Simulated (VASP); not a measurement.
# BeS (F-43m) in VASP: further runs, part 2 of 2

VASP 6.6.1. Earlier steps stand in the parts before.

## Step 4: Single point, PBEsol

This run uses another cell than the first one, of 12.97 Å³/atom, 0.952 times its volume.

INCAR

```
  PREC = Accurate
  ENCUT = 520
  EDIFF = 1E-6
  ISMEAR = 0
  SIGMA = 0.01
  LREAL = F
  LASPH = T
  NELM = 80
  ALGO = Normal
  ISIF = 2
  LWAVE = F
  LCHARG = F
  GGA = PS
  NBANDS = 11
```

KPOINTS

```
regular mesh
0
Gamma
  8 8 8
```

POSCAR

```
BeS
1.0
    2.3496543098      2.3496543098      0.0000000000
   -2.3496543098      2.3496543098      0.0000000000
    0.0000000000      2.3496543098      2.3496543098
Be S
1 1
Direct
    0.0000000000      0.0000000000      0.0000000000
    0.7500000000      0.2500000000      0.5000000000
```

Potentials or basis: VASP PAW PBE potentials, release 64 (Be, S).

Run with:

```console
$ cat potpaw_PBE.64/Be/POTCAR potpaw_PBE.64/S/POTCAR > POTCAR
$ mpirun -np 1 vasp_std > vasp.out
```

OUTCAR:

```text
PREC = Accurate
   ENCUT = 520
   EDIFF = 1E-6
   ISMEAR = 0
   LREAL = F
   LASPH = T
   NELM = 80
   ISIF = 2
   GGA = PS

 ion  position               nearest neighbor table
   1  0.000  0.000  0.000-   2 2.03   2 2.03   2 2.03   2 2.03
   2  0.750  0.250  0.500-   1 2.03   1 2.03   1 2.03   1 2.03

  LATTYP: Found a face centered cubic cell.
 ALAT       =     4.6993086196

  Lattice vectors:

 A1 = (   0.0000000000,   2.3496543098,   2.3496543098)
[... 523 lines left out ...]
------------------------ aborting loop because EDIFF is reached ----------------------------------------

  FORCE on cell =-STRESS in cart. coord.  units (eV):
  Direction    XX          YY          ZZ          XY          YZ          ZX
  --------------------------------------------------------------------------------------
  -------------------------------------------------------------------------------------
  Total        1.6485449      1.6485449      1.6485449      0.0000000     -0.0000000      0.0000000
  in kB      101.8050793    101.8050793    101.8050793      0.0000000     -0.0000000      0.0000000
  external PRESSURE =     101.8050793 kB  Pullay stress =       0.0000000 kB

 VOLUME and BASIS-vectors are now :
 -----------------------------------------------------------------------------
  energy-cutoff  :      520.00
  volume of cell :       25.94
      direct lattice vectors                 reciprocal lattice vectors
     2.349654310  2.349654310  0.000000000     0.212797260  0.212797260 -0.212797260
    -2.349654310  2.349654310  0.000000000    -0.212797260  0.212797260 -0.212797260
     0.000000000  2.349654310  2.349654310     0.000000000  0.000000000  0.425594521

 POSITION                                       TOTAL-FORCE (eV/Angst)
 -----------------------------------------------------------------------------------
      0.00000      0.00000      0.00000        -0.000000     -0.000000      0.000000
      1.17483      3.52448      1.17483         0.000000      0.000000      0.000000
 -----------------------------------------------------------------------------------
    total drift:                                0.000000      0.000000      0.000000

  FREE ENERGIE OF THE ION-ELECTRON SYSTEM (eV)
  ---------------------------------------------------
  free  energy   TOTEN  =       -10.4920671333 eV

  energy  without entropy=      -10.4920671333  energy(sigma->0) =      -10.49206713
```

OSZICAR:

```text
N       E                     dE             d eps       ncg     rms          rms(c)
DAV:   1     0.200598293227E+02    0.20060E+02   -0.38794E+03   646   0.628E+02
DAV:   2    -0.961206839442E+01   -0.29672E+02   -0.28585E+02   841   0.123E+02
DAV:   3    -0.107291973229E+02   -0.11171E+01   -0.11149E+01   815   0.227E+01
DAV:   4    -0.107352041160E+02   -0.60068E-02   -0.60058E-02   799   0.203E+00
DAV:   5    -0.107352452587E+02   -0.41143E-04   -0.41142E-04   815   0.156E-01    0.615E+00
DAV:   6    -0.105577440578E+02    0.17750E+00   -0.11327E-01   763   0.167E+00    0.402E+00
DAV:   7    -0.104917454472E+02    0.65999E-01   -0.15148E-01   810   0.198E+00    0.771E-01
DAV:   8    -0.104920295792E+02   -0.28413E-03   -0.64198E-03   749   0.476E-01    0.159E-01
DAV:   9    -0.104920633611E+02   -0.33782E-04   -0.27761E-04   813   0.112E-01    0.652E-02
DAV:  10    -0.104920623426E+02    0.10185E-05   -0.20211E-05   794   0.227E-02    0.135E-02
DAV:  11    -0.104920670127E+02   -0.46701E-05   -0.49826E-06   728   0.150E-02    0.800E-03
DAV:  12    -0.104920671333E+02   -0.12062E-06   -0.45509E-08   412   0.152E-03
   1 F= -.10492067E+02 E0= -.10492067E+02  d E =-.231399E-13
```

It took 9.1 s on 1 thread of Intel Xeon Platinum 8259CL at 2.50GHz (Skylake/Cascade Lake), shared host; peak memory 0.15 GiB.

Results:

```yaml
Free_energy: -10.4921 eV
Pressure: 10.2 GPa
Band_gap_on_the_k_mesh: 2.69 eV, indirect (least direct gap 5.55 eV)
```

Levels at points of the mesh, in eV from the valence-band top:
| k point | band 1 | band 2 | band 3 | band 4 | band 5 | band 6 | band 7 | band 8 | band 9 |
| --- | --- | --- | --- | --- | --- | --- | --- | --- | --- |
| (0.00, 0.00, 0.00) | -14.40 | 0.00 | 0.00 | 0.00 | 5.55 | 5.55 | 5.55 | 6.53 | 12.98 |
| (0.50, 0.00, 0.00) | -12.49 | -6.51 | -1.18 | -1.18 | 5.72 | 6.44 | 6.44 | 11.39 | 15.37 |
| (0.50, 0.50, 0.00) | -11.84 | -5.58 | -3.02 | -3.02 | 2.70 | 4.71 | 13.52 | 13.52 | 16.72 |

Caveat: the PAW data sets were made with another functional, which shifts forces and pressure a little. A hybrid or GW would open this gap; PBEsol tends to underestimate it.

## Step 5: Single point, PBEsol

This run uses another cell than the first one, of 12.97 Å³/atom, 0.952 times its volume.

INCAR

```
SYSTEM = BeS
PREC = Accurate
ENCUT = 520
EDIFF = 1E-7
ISMEAR = 0
SIGMA = 0.01
LREAL = .FALSE.
LASPH = .TRUE.
NELM = 80
ALGO = Normal
ISIF = 2
LWAVE = .FALSE.
LCHARG = .FALSE.
GGA = PS
NBANDS = 11
```

KPOINTS

```
regular mesh
0
G
  8 8 8
  0 0 0
```

POSCAR is that of step 4.

Run with:

```console
$ cat potpaw_PBE.64/Be/POTCAR potpaw_PBE.64/S/POTCAR > POTCAR
$ mpirun -np 1 vasp_std > vasp.out
```

Run time: 10 s. Hardware: 1 thread of Intel Xeon Platinum 8259CL at 2.50GHz (Skylake/Cascade Lake), shared host; peak memory 0.15 GiB.

The run converged. Its results:

- Free energy: -10.4921 eV
- Pressure: 10.2 GPa
- Band gap on the k mesh: 2.69 eV, indirect (least direct gap 5.55 eV)

Levels at points of the mesh, in eV from the valence-band top:
| k point | band 2 | band 3 | band 4 | band 5 | band 6 | band 7 |
| --- | --- | --- | --- | --- | --- | --- |
| (0.00, 0.00, 0.00) | 0.00 | 0.00 | 0.00 | 5.55 | 5.55 | 5.55 |
| (0.50, 0.00, 0.00) | -6.51 | -1.18 | -1.18 | 5.72 | 6.44 | 6.44 |
| (0.50, 0.50, 0.00) | -5.58 | -3.02 | -3.02 | 2.69 | 4.70 | 13.52 |

Caveat: the PAW data sets were made with another functional, which shifts forces and pressure a little. A k mesh can miss the band edges.

## Step 6: Single point, PBEsol

This run uses another cell than the first one, of 12.52 Å³/atom, 0.919 times its volume.

INCAR

```
  ALGO = Normal
  EDIFF = 1E-6
  ENCUT = 520
  GGA = PS
  ISIF = 2
  ISMEAR = 0
  LASPH = T
  LCHARG = F
  LREAL = F
  LWAVE = F
  NBANDS = 11
  NELM = 100
  PREC = Accurate
  SIGMA = 0.01
```

KPOINTS

```
k-points
0
Gamma
  8 8 8
```

POSCAR

```
BeS
1.0
    2.3221970355      2.3221970355      0.0000000000
   -2.3221970355      2.3221970355      0.0000000000
    0.0000000000      2.3221970355      2.3221970355
Be S
1 1
Direct
    0.0000000000      0.0000000000      0.0000000000
    0.7500000000      0.2500000000      0.5000000000
```

Potentials or basis: VASP PAW PBE potentials, release 64 (Be, S).

Run with:

```console
$ cat potpaw_PBE.64/Be/POTCAR potpaw_PBE.64/S/POTCAR > POTCAR
$ mpirun -np 1 vasp_std > vasp.out
```

It took 5.1 s on 1 thread of Intel Xeon Platinum 8259CL at 2.50GHz (Skylake/Cascade Lake), shared host; peak memory 0.13 GiB.

Results (log left out):

```yaml
Free_energy: -10.4210 eV
Pressure: 15.2 GPa
Band_gap_on_the_k_mesh: 2.60 eV, indirect (least direct gap 5.51 eV)
```

Levels at points of the mesh, in eV from the valence-band top:
| k point | band 1 | band 2 | band 3 | band 4 | band 5 | band 6 | band 7 | band 8 | band 9 |
| --- | --- | --- | --- | --- | --- | --- | --- | --- | --- |
| (0.00, 0.00, 0.00) | -14.67 | 0.00 | 0.00 | 0.00 | 5.51 | 5.51 | 5.51 | 6.85 | 13.05 |
| (0.50, 0.00, 0.00) | -12.65 | -6.77 | -1.24 | -1.24 | 5.84 | 6.41 | 6.41 | 11.54 | 15.54 |
| (0.50, 0.50, 0.00) | -11.97 | -5.78 | -3.16 | -3.16 | 2.60 | 4.65 | 13.80 | 13.80 | 17.00 |

Caveat: the PAW data sets were made with another functional, which shifts forces and pressure a little. As with any semilocal functional, this PBEsol gap is likely too small.

## Step 7: The runs side by side

```csv
cell,gap on the mesh (eV),pressure (GPa)
"a = 3.378 Å, angles 60.0, 60.0, 90.0°, 2 atoms",2.82,4.2
"a = 3.349 Å, angles 60.0, 60.0, 90.0°, 2 atoms",2.76,7.2
"a = 3.323 Å, angles 60.0, 60.0, 90.0°, 2 atoms",2.69,10.2
"a = 3.284 Å, angles 60.0, 60.0, 90.0°, 2 atoms",2.60,15.2
```

Alike in all rows: task single point; level PBEsol; potentials or basis VASP PAW PBE potentials, release 64 (Be, S); no spin polarisation; k mesh 8 × 8 × 8; cutoff (eV) 520; smearing gaussian 0.01 eV.

Caveats: the PAW data sets were made with another functional, which shifts forces and pressure a little.

Absolute energies hang on the potentials; compare differences alone.
